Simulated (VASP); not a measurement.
# Sb (R-3m) in VASP: settings compared

Aim: see how the results for Sb move with the level of theory and the settings. Levels: LDA, PBEsol, revPBE. Tasks: relaxation of cell and atoms, single point.

All numbers are computed with VASP 6.6.1; they aren't measurements. Logs are shortened: lines on timing, memory, paths and dates and some standing lists are left out, and cuts for length are marked.

**1. The cell of the first run**

It takes space group R-3m (No. 166, trigonal). Conventional cell: a = 4.308 Å, b = 4.308 Å, c = 11.274 Å, α = 90.00°, β = 90.00°, γ = 120.00°. Sb (site symmetry 3m) has 6 Sb at 2.91 to 3.35 Å within 3.8 Å.

**2. Relaxation of cell and atoms, LDA**

Contents of INCAR:

```
SYSTEM = Sb
PREC     = Accurate       ! precision mode
ENCUT    = 600            ! plane-wave cutoff, eV
EDIFF    = 1E-6           ! SCF threshold, eV
ISMEAR   = -1             ! smearing method
SIGMA    = 0.05           ! smearing width, eV
LREAL    = .False.        ! projectors in reciprocal space
LASPH    = .True.         ! aspherical terms in the spheres
NELM     = 100            ! most SCF steps
ALGO     = Normal         ! electronic algorithm
ISIF     = 3              ! what is computed and relaxed
LWAVE    = .False.        ! write WAVECAR
LCHARG   = .False.        ! write CHGCAR
IBRION   = 2              ! ionic algorithm
NSW      = 60             ! ionic steps
EDIFFG   = -0.01          ! ionic threshold
```

Contents of KPOINTS:

```
regular mesh
0
Gamma
  8 8 8
  0 0 0
```

Contents of POSCAR:

```
Sb
1.0
    2.1542000000      1.2437279499      3.7580000000
   -2.1542000000      1.2437279499      3.7580000000
    0.0000000000     -2.4874558998      3.7580000000
Sb
2
Direct
    0.7665100000      0.7665100000      0.7665100000
    0.2334900000      0.2334900000      0.2334900000
```

Potentials or basis: VASP PAW LDA potentials, release 64 (Sb).

Run with:

```
> cat potpaw_LDA.64/Sb/POTCAR > POTCAR
> mpirun -np 1 vasp_std > vasp.out
```

OUTCAR:

```text
SYSTEM = Sb
   PREC = Accurate
   ENCUT = 600
   EDIFF = 1E-6
   ISMEAR = -1
   LREAL = .False.
   LASPH = .True.
   NELM = 100
   ISIF = 3
   IBRION = 2
   NSW = 60
   EDIFFG = -0.01

 ion  position               nearest neighbor table
   1  0.767  0.767  0.767-   2 2.91   2 2.91   2 2.91   2 3.35   2 3.35   2 3.35
   2  0.233  0.233  0.233-   1 2.91   1 2.91   1 2.91   1 3.35   1 3.35   1 3.35

  LATTYP: Found a trigonal (rhomboedric) cell.
 ALAT       =     4.5066618304
 COS(alpha) =     0.5430253624

  Lattice vectors:

 A1 = (   2.1542000000,   1.2437279499,   3.7580000000)
 A2 = (  -2.1542000000,   1.2437279499,   3.7580000000)
 A3 = (   0.0000000000,  -2.4874558998,   3.7580000000)

Analysis of symmetry for initial positions (statically):
=====================================================================
 Subroutine PRICEL returns:
 Original cell was already a primitive cell.

 Routine SETGRP: Setting up the symmetry group for a
 trigonal (rhombohedral) supercell.

 Subroutine GETGRP returns: Found 12 space group operations
 (whereof 12 operations were pure point group operations)
 out of a pool of 12 trial point group operations.

The static configuration has the point symmetry D_3d.

Analysis of symmetry for dynamics (positions and initial velocities):
=====================================================================
 Subroutine PRICEL returns:
 Original cell was already a primitive cell.

 Routine SETGRP: Setting up the symmetry group for a
 trigonal (rhombohedral) supercell.

 Subroutine GETGRP returns: Found 12 space group operations
 (whereof 12 operations were pure point group operations)
 out of a pool of 12 trial point group operations.

The dynamic configuration has the point symmetry D_3d.

 Subroutine INISYM returns: Found 12 space group operations
 (whereof 12 operations are pure point group operations),
 and found     1 'primitive' translations

----------------------------------------------------------------------------------------

                                     Primitive cell

  volume of cell :      60.4115

  direct lattice vectors                    reciprocal lattice vectors
     2.154200000  1.243727950  3.758000000     0.232104726  0.134005726  0.088699663
    -2.154200000  1.243727950  3.758000000    -0.232104726  0.134005726  0.088699663
[... 100 lines left out ...]
   ISMEAR =    -1;   SIGMA  =   0.05  broadening in eV -4-tet -1-fermi 0-gaus
   EFERMI_NEDOS =   21; number of points for ismear=-14 and -15
   IALGO  =     38    algorithm
   IMIX   =      4    mixing-type and parameters
     AMIX     =   0.40;   BMIX     =  1.00
     AMIX_MAG =   1.60;   BMIX_MAG =  1.00
  volume/ion in A,a.u.               =      30.21       203.84
  Fermi-wavevector in a.u.,A,eV,Ry     =   0.898880  1.698637 10.993305  0.807985
  Thomas-Fermi vector in A             =   2.021644
   LORBIT       =      0    0 simple, 1 ext, 2 COOP (PROOUT), +10 PAW based schemes
   GGA     = CA    functional components
   LHFCALC =     F    Hartree Fock is set to
   AEXX    =    0.0000 exact exchange contribution
   IVDW    =     0    specifies the selected vdW correction
   LEPSILON=     F    determine dielectric tensor
   LRPA    =     F    only Hartree local field effects (RPA)
 conjugate gradient relaxation of ions
 non-spin polarized calculation
  energy-cutoff  :      600.00
  volume of cell :       60.41
 maximum number of plane-waves:      2032
   NGX = 17   NGY = 17   NGZ = 17

--------------------------------------- Ionic step        1  -------------------------------------------

 number of electron      10.0000000 magnetization

 Free energy of the ion-electron system (eV)
  ---------------------------------------------------
  ext. energy  EPLUGINS =         0.00000000
  ---------------------------------------------------
  free energy    TOTEN  =        -9.62590108 eV

  energy without entropy =       -9.62323689  energy(sigma->0) =       -9.62456899

------------------------ aborting loop because EDIFF is reached ----------------------------------------

  FORCE on cell =-STRESS in cart. coord.  units (eV):
  Direction    XX          YY          ZZ          XY          YZ          ZX
  --------------------------------------------------------------------------------------
  -------------------------------------------------------------------------------------
  Total       -0.2801384     -0.2801384     -0.4885343      0.0000000      0.0000000      0.0000000
  in kB       -7.4295712     -7.4295712    -12.9564565      0.0000000      0.0000000      0.0000000
  external PRESSURE =      -9.2718663 kB  Pullay stress =       0.0000000 kB
[... 239 lines left out ...]
--------------------------------------- Ionic step        8  -------------------------------------------

 number of electron      10.0000000 magnetization

 Free energy of the ion-electron system (eV)
  ---------------------------------------------------
  ext. energy  EPLUGINS =         0.00000000
  ---------------------------------------------------
  free energy    TOTEN  =        -9.63599955 eV

  energy without entropy =       -9.63326772  energy(sigma->0) =       -9.63463364

 E-fermi :   7.5183     XC(G=0):  -9.8591

 val. band max:        7.4947814983   @ k =   0.3750   0.2500   0.2500
 cond. band min:       7.5473542188   @ k =   0.3750   0.1250   0.1250
 fundamental gap:      0.0525727205
 Fermi energy:         7.5183142527

 k-point     1 :       0.0000    0.0000    0.0000
  band No.  band energies     occupation
      1      -5.3960      2.00000
      2       2.8077      2.00000
      3       5.5197      2.00000
      4       5.6382      2.00000
      5       5.6382      2.00000
      6       9.8453      0.00000
      7      10.3337      0.00000
      8      10.3337      0.00000
      9      12.4201      0.00000
[... 265 lines left out ...]
 k-point    24 :       0.3750    0.1250    0.1250
  band No.  band energies     occupation
      1      -4.3489      2.00000
      2      -0.1221      2.00000
      3       4.1626      2.00000
      4       6.1066      2.00000
      5       7.5474      0.71750
      6       7.7524      0.01834
      7       7.9470      0.00038
      8      10.6832      0.00000
      9      12.4349      0.00000

 [... further k-points ...]

------------------------ aborting loop because EDIFF is reached ----------------------------------------

  FORCE on cell =-STRESS in cart. coord.  units (eV):
  Direction    XX          YY          ZZ          XY          YZ          ZX
  --------------------------------------------------------------------------------------
  -------------------------------------------------------------------------------------
  Total        0.0038982      0.0038982     -0.0138424      0.0000000     -0.0000000      0.0000000
  in kB        0.1066979      0.1066979     -0.3788769      0.0000000     -0.0000000      0.0000000
  external PRESSURE =      -0.0551604 kB  Pullay stress =       0.0000000 kB
[... 17 lines left out ...]
  FREE ENERGIE OF THE ION-ELECTRON SYSTEM (eV)
  ---------------------------------------------------
  free  energy   TOTEN  =        -9.6359995526 eV

  energy  without entropy=       -9.6332677198  energy(sigma->0) =       -9.63463364

 reached required accuracy - stopping structural energy minimisation
```

OSZICAR:

```text
N       E                     dE             d eps       ncg     rms          rms(c)
DAV:   1     0.425630318056E+02    0.42563E+02   -0.39156E+03  1170   0.974E+02
DAV:   2    -0.770725771074E+01   -0.50270E+02   -0.49196E+02  1636   0.133E+02
DAV:   3    -0.963528502615E+01   -0.19280E+01   -0.19207E+01  1503   0.320E+01
[... 49 lines left out ...]
       N       E                     dE             d eps       ncg     rms          rms(c)
DAV:   1    -0.963614830343E+01   -0.25481E-03   -0.42899E-03  1229   0.354E-01    0.537E-02
DAV:   2    -0.963604889775E+01    0.99406E-04   -0.94212E-05  1196   0.703E-02    0.302E-02
DAV:   3    -0.963599970250E+01    0.49195E-04   -0.11011E-04  1187   0.548E-02    0.983E-03
DAV:   4    -0.963599955261E+01    0.14989E-06   -0.94379E-07   827   0.920E-03
   8 F= -.96359996E+01 E0= -.96346336E+01  d E =-.671704E-04
```

CONTCAR:

```text
Sb
   1.00000000000000
     2.1510423019387805    1.2419048520742806    3.6520320411381477
    -2.1510423019387805    1.2419048520742806    3.6520320411381477
     0.0000000000000000   -2.4838097041485612    3.6520320411381477
  Sb
     2
Direct
     0.7639023517165591    0.7639023517165591    0.7639023517165591
     0.2360976482834409    0.2360976482834409    0.2360976482834409

  0.00000000E+00  0.00000000E+00  0.00000000E+00
  0.00000000E+00  0.00000000E+00  0.00000000E+00
```

Wall time 2.8 min (1 thread of Intel Xeon 8259CL, shared host); peak memory 0.2 GiB.

Results:

| Quantity | Value |
| --- | --- |
| Free energy | -9.6360 eV |
| Relaxed volume | 29.27 Å³/atom |
| Relaxed cell | a = 4.417 Å, b = 4.417 Å, c = 4.417 Å, α = 58.29°, β = 58.29°, γ = 58.29° |
| Space group after relaxing (to 0.1 Å) | R-3m (No. 166) |
| Energy gained by relaxing | 5.0 meV/atom |
| Ionic steps | 8 |
| Pressure after relaxing | 0.0 GPa |
| Largest force after relaxing | 0.005 eV/Å |
| Band gap on the k mesh | zero (bands 5 and 6 overlap by 0.23 eV) |

Forces in eV/Å, atoms in the order of the input:
```
Sb   0.000  0.000  0.005
Sb   0.000  0.000 -0.005
```

The path:
| step | energy change (eV) | largest force (eV/Å) | pressure (GPa) | volume (Å³) |
| --- | --- | --- | --- | --- |
| 1 | 0.0000 | 0.0764 | -0.93 | 60.41 |
| 2 | -0.0042 | 0.1815 | 0.45 | 58.90 |
| 3 | -0.0043 | 0.1648 | 0.23 | 59.13 |
| 4 | -0.0076 | 0.1049 | 0.18 | 58.87 |
| 5 | -0.0100 | 0.0137 | 0.15 | 58.44 |
| 6 | -0.0100 | 0.0044 | 0.15 | 58.39 |
| 7 | -0.0100 | 0.0162 | -0.19 | 58.72 |
| 8 | -0.0101 | 0.0046 | -0.01 | 58.54 |

Final structure:
```
Sb
1.0
     2.15104    1.24190    3.65203
    -2.15104    1.24190    3.65203
     0.00000   -2.48381    3.65203
Sb
2
Direct
  0.76390 0.76390 0.76390
  0.23610 0.23610 0.23610
```

Caveat: spin-orbit coupling is left out, which moves the levels of the heavy elements. LDA usually gives volumes a few per cent too small.

**3. Relaxation of cell and atoms, PBEsol**

Contents of INCAR:

```
PREC = Accurate
ENCUT = 600
EDIFF = 1E-6
ISMEAR = -1
SIGMA = 0.05
LREAL = False
LASPH = True
NELM = 100
ALGO = Normal
ISIF = 3
LWAVE = False
LCHARG = False
GGA = PS
IBRION = 2
NSW = 60
EDIFFG = -0.01
```

Contents of KPOINTS:

```
Automatic mesh
0
Gamma
  8 8 8
```

POSCAR is that of step 2.

Potentials or basis: VASP PAW PBE potentials, release 64 (Sb).

Run with:

```
> cat potpaw_PBE.64/Sb/POTCAR > POTCAR
> mpirun -np 1 vasp_std > vasp.out
```

Wall time 2.1 min (1 thread of Intel Xeon 8259CL, shared host); peak memory 0.23 GiB.

Results (log left out):

```
Free energy                           : -9.1247 eV
Relaxed volume                        : 29.86 Å³/atom
Relaxed cell                          : a = 4.451 Å, b = 4.451 Å, c = 4.451 Å, α = 58.16°, β = 58.16°, γ = 58.16°
Space group after relaxing (to 0.1 Å) : R-3m (No. 166)
Energy gained by relaxing             : 2.8 meV/atom
Ionic steps                           : 6
Pressure after relaxing               : 0.0 GPa
Largest force after relaxing          : 0.004 eV/Å
Band gap on the k mesh                : zero (bands 5 and 6 overlap by 0.25 eV)
```

Forces in eV/Å, atoms in the order of the input:
```
Sb   0.000  0.000  0.004
Sb   0.000  0.000 -0.004
```

Step by step:
| step | energy change (eV) | largest force (eV/Å) | pressure (GPa) | volume (Å³) |
| --- | --- | --- | --- | --- |
| 1 | 0.0000 | 0.1571 | 0.20 | 60.41 |
| 2 | -0.0022 | 0.0594 | -0.37 | 60.74 |
| 3 | -0.0023 | 0.0344 | -0.52 | 60.83 |
| 4 | -0.0040 | 0.0215 | -0.36 | 60.47 |
| 5 | -0.0055 | 0.0015 | -0.06 | 59.87 |
| 6 | -0.0055 | 0.0037 | 0.02 | 59.71 |

Final structure:
```
Sb
1.0
     2.16314    1.24889    3.68377
    -2.16314    1.24889    3.68377
     0.00000   -2.49778    3.68377
Sb
2
Direct
  0.76418 0.76418 0.76418
  0.23582 0.23582 0.23582
```

Levels at points of the mesh, in eV from the Fermi level:
| k point | band 1 | band 2 | band 3 | band 4 | band 5 | band 6 | band 7 | band 8 | band 9 |
| --- | --- | --- | --- | --- | --- | --- | --- | --- | --- |
| (0.00, 0.00, 0.00) | -12.77 | -4.75 | -1.98 | -1.84 | -1.84 | 2.28 | 2.79 | 2.79 | 4.91 |
| (0.50, 0.00, 0.00) | -10.36 | -9.74 | -1.79 | -1.61 | -0.33 | -0.22 | 0.18 | 0.28 | 7.77 |
| (0.50, 0.50, 0.00) | -10.36 | -7.93 | -5.60 | -3.79 | -3.75 | 1.53 | 5.03 | 5.44 | 7.08 |
| (0.50, 0.50, 0.50) | -11.03 | -9.16 | -1.29 | -1.29 | -0.53 | -0.07 | -0.07 | 0.91 | 7.21 |

Caveat: the PAW data sets were made with another functional, which shifts forces and pressure a little; spin-orbit coupling is left out, which moves the levels of the heavy elements.

**4. Relaxation of cell and atoms, revPBE**

Contents of INCAR:

```
ALGO = Normal
EDIFF = 1E-6
EDIFFG = -0.01
ENCUT = 600
GGA = RE
IBRION = 2
ISIF = 3
ISMEAR = -1
LASPH = True
LCHARG = False
LREAL = False
LWAVE = False
NELM = 80
NSW = 60
PREC = Accurate
SIGMA = 0.05
```

Contents of KPOINTS:

```
k-points
0
Gamma
  8 8 8
```

POSCAR is that of step 3.

Run with:

```
> cat potpaw_PBE.64/Sb/POTCAR > POTCAR
> mpirun -np 1 vasp_std > vasp.out
```

Run time: 3.9 min. Hardware: 1 thread of Intel Xeon 8259CL, shared host; peak memory 0.24 GiB.

It converged, with:

- Free energy: -7.6643 eV
- Relaxed volume: 32.82 Å³/atom
- Relaxed cell: a = 4.672 Å, b = 4.672 Å, c = 4.672 Å, α = 56.13°, β = 56.13°, γ = 56.13°
- Space group after relaxing (to 0.1 Å): R-3m (No. 166)
- Energy gained by relaxing: 24.3 meV/atom
- Ionic steps: 11
- Pressure after relaxing: 0.0 GPa
- Band gap on the k mesh: zero (bands 5 and 6 overlap by 0.24 eV)

Step by step:
```tsv
step	energy change (eV)	largest force (eV/Å)	pressure (GPa)	volume (Å³)
1	0.0000	0.2201	3.70	60.41
2	-0.0273	0.3460	-1.71	66.71
3	-0.0428	0.1512	0.09	64.20
4	-0.0447	0.1113	0.07	64.45
5	-0.0471	0.0106	0.04	65.02
6	-0.0472	0.0180	0.03	65.17
7	-0.0480	0.0090	0.00	65.37
8	-0.0485	0.0032	-0.04	65.66
9	-0.0485	0.0047	-0.04	65.69
10	-0.0485	0.0122	0.08	65.54
11	-0.0485	0.0016	0.01	65.64
```

Final structure:
```yaml
crystal:
  lattice:
    - [2.19795, 1.26898, 3.92209]
    - [-2.19795, 1.26898, 3.92209]
    - [0.00000, -2.53797, 3.92209]
  atoms:
    - { symbol: Sb, position: [0.76865, 0.76865, 0.76865] }
    - { symbol: Sb, position: [0.23135, 0.23135, 0.23135] }
```

Levels at points of the mesh, in eV from the Fermi level:
```csv
k point,band 2,band 3,band 4,band 5,band 6,band 7,band 8,band 9
"(0.00, 0.00, 0.00)",-5.25,-2.00,-1.70,-1.70,1.75,2.43,2.43,5.22
"(0.50, 0.00, 0.00)",-9.30,-1.99,-1.93,-0.34,-0.27,0.21,0.71,7.25
"(0.50, 0.50, 0.00)",-8.04,-4.97,-3.45,-3.37,1.61,4.43,5.23,6.14
"(0.50, 0.50, 0.50)",-8.57,-1.31,-1.31,-0.62,0.32,0.32,1.09,6.61
```

Caveat: the PAW data sets were made with another functional, which shifts forces and pressure a little; spin-orbit coupling is left out, which moves the levels of the heavy elements. revPBE gives volumes clearly too large for solids.

**5. Single point, PBEsol, non-collinear spin, zero start, spin-orbit coupling**

This run uses another cell than the first one, of 32.02 Å³/atom.

Contents of INCAR:

```
SYSTEM = Sb
PREC = Accurate ; ENCUT = 520
EDIFF = 1E-6 ; ISMEAR = -1
SIGMA = 0.05 ; LREAL = .False.
LASPH = .True. ; NELM = 150
ALGO = Normal ; ISIF = 2
LWAVE = .False. ; LCHARG = .False.
MAGMOM = 0 0 0 0 0 0 ; LORBIT = 11
LSORBIT = .True. ; GGA_COMPAT = .False.
LORBMOM = .True. ; GGA = PS
NBANDS = 22
```

Contents of KPOINTS:

```
Automatic mesh
0
Gamma
  8 8 8
  0 0 0
```

Contents of POSCAR:

```
Sb
1.0
    2.1964499421      1.2681209653      3.8317049867
   -2.1964499421      1.2681209653      3.8317049867
    0.0000000000     -2.5362419306      3.8317049867
Sb
2
Direct
    0.7665100000      0.7665100000      0.7665100000
    0.2334900000      0.2334900000      0.2334900000
```

Run with:

```
> cat potpaw_PBE.64/Sb/POTCAR > POTCAR
> mpirun -np 1 vasp_ncl > vasp.out
```

Wall time 79 s (1 thread of Intel Xeon 6975P-C (Granite Rapids), shared host); peak memory 0.45 GiB.

Results (log left out):

- Free energy: -9.2240 eV
- Pressure: -2.7 GPa
- Largest force: 0.131 eV/Å
- Net moment: 0.00 μB per cell
- Valence electrons inside the program's atomic spheres: Sb 2.37

Forces in eV/Å, atoms in the order of the input:
```
Sb   0.000  0.000  0.131
Sb   0.000  0.000 -0.131
```

Moments on the atoms (μB; x, y, z):
```
Sb  0.00 0.00 0.00
Sb  0.00 0.00 0.00
```

Caveat: the PAW data sets were made with another functional, which shifts forces and pressure a little.

**6. The runs side by side**

| task | level | potentials or basis | spin | cell | cutoff (eV) | gap on the mesh (eV) | pressure (GPa) | relaxed volume (Å³/atom) |
| --- | --- | --- | --- | --- | --- | --- | --- | --- |
| relaxation of cell and atoms | LDA | VASP PAW LDA potentials, release 64 (Sb) | off | relaxed from a = 4.507 Å, angles 57.1°, 2 atoms | 600 | none | 0.0 | 29.27 |
| relaxation of cell and atoms | PBEsol | VASP PAW PBE potentials, release 64 (Sb) | off | relaxed from a = 4.507 Å, angles 57.1°, 2 atoms | 600 | none | 0.0 | 29.86 |
| relaxation of cell and atoms | revPBE | VASP PAW PBE potentials, release 64 (Sb) | off | relaxed from a = 4.507 Å, angles 57.1°, 2 atoms | 600 | none | 0.0 | 32.82 |
| single point | PBEsol | VASP PAW PBE potentials, release 64 (Sb) | non-collinear, zero start, SOC | a = 4.595 Å, angles 57.1°, 2 atoms | 520 | - | -2.7 | - |

Alike in all rows: k mesh 8 × 8 × 8; smearing fermi-dirac 0.05 eV.

Caveats: spin-orbit coupling is left out, which moves the levels of the heavy elements (at least some runs); the PAW data sets were made with another functional, which shifts forces and pressure a little (at least some runs).

Absolute energies hang on the potentials; compare differences alone.
